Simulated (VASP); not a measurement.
# GaN (F-43m) in VASP: single point with PBEsol

Aim: the single point of GaN with PBEsol.

Everything below comes from runs of VASP 6.6.1. Logs are shortened: lines on timing, memory, paths and dates and some standing lists are left out, and cuts for length are marked.

## (1) The cell of the first run

The structure is cubic, space group F-43m (No. 216). The conventional cell has a = 4.507 Å, b = 4.507 Å, c = 4.507 Å, α = 90.00°, β = 90.00°, γ = 90.00°. Ga (site symmetry -43m) has 4 N at 1.95 Å within 2.6 Å. N (site symmetry -43m) has 4 Ga at 1.95 Å within 2.6 Å.

## (2) Single point, PBEsol

The input, INCAR:

```
SYSTEM = GaN
  PREC = Accurate
  ENCUT = 520
  EDIFF = 1E-6
  ISMEAR = 1
  SIGMA = 0.02
  LREAL = .False.
  LASPH = .True.
  NELM = 100
  ALGO = Normal
  ISIF = 2
  LWAVE = .False.
  LCHARG = .False.
  GGA = PS
  NBANDS = 16
```

The input, KPOINTS:

```
Automatic mesh
0
Gamma
  7 7 7
  0 0 0
```

The input, POSCAR:

```
GaN
1.0
    0.0000000000      2.2535010000      2.2535010000
    2.2535010000      0.0000000000      2.2535010000
    2.2535010000      2.2535010000      0.0000000000
Ga N
1 1
Direct
    0.0000000000      0.0000000000      0.0000000000
    0.7500000000      0.7500000000      0.7500000000
```

Potentials or basis: VASP PAW PBE potentials, release 64 (Ga_d, N).

Launch:

```sh
$ cat potpaw_PBE.64/Ga_d/POTCAR potpaw_PBE.64/N/POTCAR > POTCAR
$ mpirun -np 1 vasp_std > vasp.out
```

OUTCAR:

```text
SYSTEM = GaN
   PREC = Accurate
   ENCUT = 520
   EDIFF = 1E-6
   ISMEAR = 1
   LREAL = .False.
   LASPH = .True.
   NELM = 100
   ISIF = 2
   GGA = PS

 ion  position               nearest neighbor table
   1  0.000  0.000  0.000-   2 1.95   2 1.95   2 1.95   2 1.95
   2  0.750  0.750  0.750-   1 1.95   1 1.95   1 1.95   1 1.95

  LATTYP: Found a face centered cubic cell.
 ALAT       =     4.5070020000

  Lattice vectors:

 A1 = (   0.0000000000,   2.2535010000,   2.2535010000)
 A2 = (   2.2535010000,   0.0000000000,   2.2535010000)
 A3 = (   2.2535010000,   2.2535010000,   0.0000000000)

Analysis of symmetry for initial positions (statically):
=====================================================================
 Subroutine PRICEL returns:
 Original cell was already a primitive cell.

 Routine SETGRP: Setting up the symmetry group for a
 face centered cubic supercell.

 Subroutine GETGRP returns: Found 24 space group operations
 (whereof 24 operations were pure point group operations)
 out of a pool of 48 trial point group operations.

The static configuration has the point symmetry T_d .

Analysis of symmetry for dynamics (positions and initial velocities):
=====================================================================
 Subroutine PRICEL returns:
 Original cell was already a primitive cell.

 Routine SETGRP: Setting up the symmetry group for a
 face centered cubic supercell.

 Subroutine GETGRP returns: Found 24 space group operations
 (whereof 24 operations were pure point group operations)
 out of a pool of 48 trial point group operations.

The dynamic configuration has the point symmetry T_d .

 Subroutine INISYM returns: Found 24 space group operations
 (whereof 24 operations are pure point group operations),
 and found     1 'primitive' translations

----------------------------------------------------------------------------------------

                                     Primitive cell

  volume of cell :      22.8878

  direct lattice vectors                    reciprocal lattice vectors
     0.000000000  2.253501000  2.253501000    -0.221876982  0.221876982  0.221876982
     2.253501000  0.000000000  2.253501000     0.221876982 -0.221876982  0.221876982
     2.253501000  2.253501000  0.000000000     0.221876982  0.221876982 -0.221876982

  length of vectors
     3.186931677  3.186931677  3.186931677     0.384302205  0.384302205  0.384302205

  position of ions in fractional coordinates (direct lattice)
     0.000000000  0.000000000  0.000000000
     0.750000000  0.750000000  0.750000000

  ion indices of the primitive-cell ions
   primitive index   ion index
                 1           1
                 2           2

----------------------------------------------------------------------------------------

 KPOINTS: Automatic mesh

Automatic generation of k-mesh.
 Grid dimensions read from file:
 generate k-points for:    7    7    7

 Generating k-lattice:

  Cartesian coordinates                     Fractional coordinates (reciprocal lattice)
    -0.031696712  0.031696712  0.031696712     0.142857143  0.000000000  0.000000000
     0.031696712 -0.031696712  0.031696712     0.000000000  0.142857143  0.000000000
     0.031696712  0.031696712 -0.031696712     0.000000000  0.000000000  0.142857143

  Length of vectors
     0.054900315  0.054900315  0.054900315

  Shift w.r.t. Gamma in fractional coordinates (k-lattice)
     0.000000000  0.000000000  0.000000000

 Subroutine IBZKPT returns following result:
 ===========================================

 Found     20 irreducible k-points:

 Following reciprocal coordinates:
            Coordinates               Weight
  0.000000  0.000000  0.000000      1.000000
  0.142857  0.000000  0.000000      8.000000
  0.285714  0.000000  0.000000      8.000000
  0.428571  0.000000  0.000000      8.000000
  0.142857  0.142857  0.000000      6.000000
  0.285714  0.142857  0.000000     24.000000
[... 12 lines left out ...]
 -0.428571  0.428571  0.142857     24.000000
 -0.285714  0.428571  0.142857     24.000000
   k-points           NKPTS =     20   k-points in BZ     NKDIM =     20   number of bands    NBANDS=     16
   number of dos      NEDOS =    301   number of ions     NIONS =      2
   total plane-waves  NPLWV =  13824
   dimension x,y,z NGX =    24 NGY =   24 NGZ =   24
   dimension x,y,z NGXF=    48 NGYF=   48 NGZF=   48
   ions per type =               1   1
   NGX,Y,Z   is equivalent  to a cutoff of  12.52, 12.52, 12.52 a.u.
   NGXF,Y,Z  is equivalent  to a cutoff of  25.04, 25.04, 25.04 a.u.
 SYSTEM =  GaN
   PREC   = accura    normal or accurate (medium, high low for compatibility)
   ISTART =      0    job   : 0-new  1-cont  2-samecut
   ICHARG =      2    charge: 1-file 2-atom 10-const
   ISPIN  =      1    spin polarized calculation?
   LNONCOLLINEAR =      F non collinear calculations
   LSORBIT =      F    spin-orbit coupling
   LASPH  =      T    aspherical Exc in radial PAW
   ENCUT  =  520.0 eV  38.22 Ry    6.18 a.u.   5.93  5.93  5.93*2*pi/ulx,y,z
   NELM   =    100;   NELMIN=  2; NELMDL= -5     # of ELM steps
   EDIFF  = 0.1E-05   stopping-criterion for ELM
   LREAL  =      F    real-space projection
   EDIFFG = 0.1E-04   stopping-criterion for IOM
   NSW    =      0    number of steps for IOM
   IBRION =     -1    ionic relax: 0-MD 1-quasi-New 2-CG
   NFREE  =      0    steps in history (QN), initial steepest desc. (CG)
   ISIF   =      2    stress and relaxation
   ISYM   =      2    0-nonsym 1-usesym 2-fastsym
   POTIM  = 0.5000    time-step for ionic-motion
   TEBEG  =    0.0;   TEEND  =   0.0 temperature during run
   PSTRESS=    0.0 pullay stress
   NELECT =      18.0000    total number of electrons
   NUPDOWN=      -1.0000    fix difference up-down
   EMIN   =  10.00;   EMAX   =-10.00  energy-range for DOS
   EFERMI =   0.00;   METHOD = LEGACY
   ISMEAR =     1;   SIGMA  =   0.02  broadening in eV -4-tet -1-fermi 0-gaus
   EFERMI_NEDOS =   21; number of points for ismear=-14 and -15
   IALGO  =     38    algorithm
   IMIX   =      4    mixing-type and parameters
     AMIX     =   0.40;   BMIX     =  1.00
     AMIX_MAG =   1.60;   BMIX_MAG =  1.00
  volume/ion in A,a.u.               =      11.44        77.23
  Fermi-wavevector in a.u.,A,eV,Ry     =   1.511116  2.855596 31.068532  2.283473
  Thomas-Fermi vector in A             =   2.621216
   LORBIT       =      0    0 simple, 1 ext, 2 COOP (PROOUT), +10 PAW based schemes
   GGA     = PS    functional components
   LHFCALC =     F    Hartree Fock is set to
   AEXX    =    0.0000 exact exchange contribution
   IVDW    =     0    specifies the selected vdW correction
   LEPSILON=     F    determine dielectric tensor
   LRPA    =     F    only Hartree local field effects (RPA)
 non-spin polarized calculation
 Methfessel and Paxton  Order N= 1 SIGMA  =   0.02
  energy-cutoff  :      520.00
  volume of cell :       22.89
 maximum number of plane-waves:       630
   NGX = 11   NGY = 11   NGZ = 11

 number of electron      18.0000004 magnetization

 Free energy of the ion-electron system (eV)
  ---------------------------------------------------
  ext. energy  EPLUGINS =         0.00000000
  ---------------------------------------------------
  free energy    TOTEN  =       -13.12045753 eV

  energy without entropy =      -13.12046767  energy(sigma->0) =      -13.12046091

 E-fermi :   5.1679     XC(G=0): -11.9016

 val. band max:        5.1510533173   @ k =   0.0000   0.0000   0.0000
 cond. band min:       6.8332298265   @ k =   0.0000   0.0000   0.0000
 fundamental gap:      1.6821765092
 Fermi energy:         5.1678907298

 k-point     1 :       0.0000    0.0000    0.0000
  band No.  band energies     occupation
      1     -10.7812      2.00000
      2      -8.2534      2.00000
      3      -8.2534      2.00000
      4      -8.2534      2.00000
      5      -7.9285      2.00000
      6      -7.9285      2.00000
[... 8 lines left out ...]
     15      23.8414      0.00000
     16      23.8414      0.00000

 k-point     2 :       0.1429    0.0000    0.0000
  band No.  band energies     occupation
      1     -10.5602      2.00000
      2      -8.2270      2.00000
      3      -8.2270      2.00000
      4      -8.1686      2.00000
      5      -7.9303      2.00000
      6      -7.9303      2.00000
[... 8 lines left out ...]
     15      22.1019      0.00000
     16      22.1019      0.00000

 k-point     3 :       0.2857    0.0000    0.0000
  band No.  band energies     occupation
      1     -10.1152      2.00000
      2      -8.1823      2.00000
      3      -8.1823      2.00000
      4      -7.9179      2.00000
      5      -7.9179      2.00000
      6      -7.7365      2.00000
[... 8 lines left out ...]
     15      22.1461      0.00000
     16      22.1461      0.00000

 k-point     4 :       0.4286    0.0000    0.0000
  band No.  band energies     occupation
      1      -9.8658      2.00000
      2      -8.1657      2.00000
      3      -8.1657      2.00000
      4      -7.8870      2.00000
      5      -7.8870      2.00000
      6      -6.8824      2.00000
[... 8 lines left out ...]
     15      24.1070      0.00000
     16      24.1070      0.00000

 k-point     5 :       0.1429    0.1429    0.0000
  band No.  band energies     occupation
      1     -10.4885      2.00000
      2      -8.2013      2.00000
      3      -8.2013      2.00000
      4      -8.1783      2.00000
      5      -7.9434      2.00000
      6      -7.9138      2.00000
[... 8 lines left out ...]
     15      25.1221      0.00000
     16      25.2586      0.00000

 k-point     6 :       0.2857    0.1429    0.0000
  band No.  band energies     occupation
      1     -10.1265      2.00000
      2      -8.1723      2.00000
      3      -8.1482      2.00000
      4      -8.0210      2.00000
      5      -7.8976      2.00000
      6      -7.7833      2.00000
[... 8 lines left out ...]
     15      24.0586      0.00000
     16      24.4774      0.00000

 k-point     7 :       0.4286    0.1429    0.0000
  band No.  band energies     occupation
      1      -9.8476      2.00000
      2      -8.1590      2.00000
      3      -8.1231      2.00000
      4      -7.9616      2.00000
      5      -7.8780      2.00000
      6      -7.0035      2.00000
[... 8 lines left out ...]
     15      23.6881      0.00000
     16      25.3079      0.00000

 k-point     8 :      -0.4286    0.1429    0.0000
  band No.  band energies     occupation
      1      -9.7892      2.00000
      2      -8.1598      2.00000
      3      -8.1248      2.00000
      4      -7.9174      2.00000
      5      -7.8924      2.00000
      6      -6.5511      2.00000
[... 8 lines left out ...]
     15      23.9869      0.00000
     16      24.2164      0.00000

 k-point     9 :      -0.2857    0.1429    0.0000
  band No.  band energies     occupation
      1      -9.9203      2.00000
      2      -8.1618      2.00000
      3      -8.1445      2.00000
      4      -7.9367      2.00000
      5      -7.9239      2.00000
      6      -7.2854      2.00000
[... 8 lines left out ...]
     15      22.1264      0.00000
     16      24.7024      0.00000
[... 96 lines left out ...]
 k-point    15 :       0.4286    0.4286    0.0000
  band No.  band energies     occupation
      1      -9.6843      2.00000
      2      -8.1606      2.00000
      3      -7.9625      2.00000
      4      -7.9625      2.00000
      5      -7.8544      2.00000
      6      -6.4976      2.00000
[... 8 lines left out ...]
     15      27.0184      0.00000
     16      29.0691      0.00000

 k-point    16 :      -0.4286    0.4286    0.0000
  band No.  band energies     occupation
      1      -9.6624      2.00000
      2      -8.1518      2.00000
      3      -7.9766      2.00000
      4      -7.9615      2.00000
      5      -7.8652      2.00000
      6      -6.1487      2.00000
[... 8 lines left out ...]
     15      27.4344      0.00000
     16      27.9619      0.00000

 k-point    17 :       0.4286    0.2857    0.1429
  band No.  band energies     occupation
      1      -9.8711      2.00000
      2      -8.1312      2.00000
      3      -8.1115      2.00000
      4      -8.0074      2.00000
      5      -7.8940      2.00000
      6      -7.2479      2.00000
[... 8 lines left out ...]
     15      24.6624      0.00000
     16      26.9370      0.00000

 k-point    18 :      -0.4286    0.2857    0.1429
  band No.  band energies     occupation
      1      -9.7333      2.00000
      2      -8.1389      2.00000
      3      -8.0779      2.00000
      4      -7.9650      2.00000
      5      -7.8970      2.00000
      6      -6.4479      2.00000
[... 8 lines left out ...]
     15      24.0314      0.00000
     16      26.8373      0.00000

 k-point    19 :      -0.4286    0.4286    0.1429
  band No.  band energies     occupation
      1      -9.6800      2.00000
      2      -8.1252      2.00000
      3      -8.0468      2.00000
      4      -7.9536      2.00000
      5      -7.8789      2.00000
      6      -6.2638      2.00000
[... 8 lines left out ...]
     15      26.1935      0.00000
     16      27.8990      0.00000

 k-point    20 :      -0.2857    0.4286    0.1429
  band No.  band energies     occupation
      1      -9.6703      2.00000
      2      -8.1221      2.00000
      3      -8.0572      2.00000
      4      -7.9406      2.00000
      5      -7.9097      2.00000
      6      -6.0283      2.00000
[... 8 lines left out ...]
     15      24.3087      0.00000
     16      28.4335      0.00000

------------------------ aborting loop because EDIFF is reached ----------------------------------------

  FORCE on cell =-STRESS in cart. coord.  units (eV):
  Direction    XX          YY          ZZ          XY          YZ          ZX
  --------------------------------------------------------------------------------------
  -------------------------------------------------------------------------------------
  Total       -0.1888681     -0.1888681     -0.1888681      0.0000000      0.0000000      0.0000000
  in kB      -13.2210478    -13.2210478    -13.2210478      0.0000000      0.0000000      0.0000000
  external PRESSURE =     -13.2210478 kB  Pullay stress =       0.0000000 kB

 VOLUME and BASIS-vectors are now :
 -----------------------------------------------------------------------------
  energy-cutoff  :      520.00
  volume of cell :       22.89
      direct lattice vectors                 reciprocal lattice vectors
     0.000000000  2.253501000  2.253501000    -0.221876982  0.221876982  0.221876982
     2.253501000  0.000000000  2.253501000     0.221876982 -0.221876982  0.221876982
     2.253501000  2.253501000  0.000000000     0.221876982  0.221876982 -0.221876982

 POSITION                                       TOTAL-FORCE (eV/Angst)
 -----------------------------------------------------------------------------------
      0.00000      0.00000      0.00000        -0.000000     -0.000000     -0.000000
      3.38025      3.38025      3.38025         0.000000      0.000000      0.000000
 -----------------------------------------------------------------------------------
    total drift:                               -0.000001     -0.000001     -0.000001

  FREE ENERGIE OF THE ION-ELECTRON SYSTEM (eV)
  ---------------------------------------------------
  free  energy   TOTEN  =       -13.1204575324 eV

  energy  without entropy=      -13.1204676745  energy(sigma->0) =      -13.12046091
```

Run time: 5.3 s. Hardware: 1 thread of Intel Xeon Platinum 8488C (Sapphire Rapids), shared host; peak memory 0.14 GiB.

Results:

```
Free energy            : -13.1205 eV
Pressure               : -1.3 GPa
Band gap on the k mesh : 1.68 eV, direct
```

Caveat: the PAW data sets were made with another functional, which shifts forces and pressure a little. As with any semilocal functional, this PBEsol gap is likely too small.
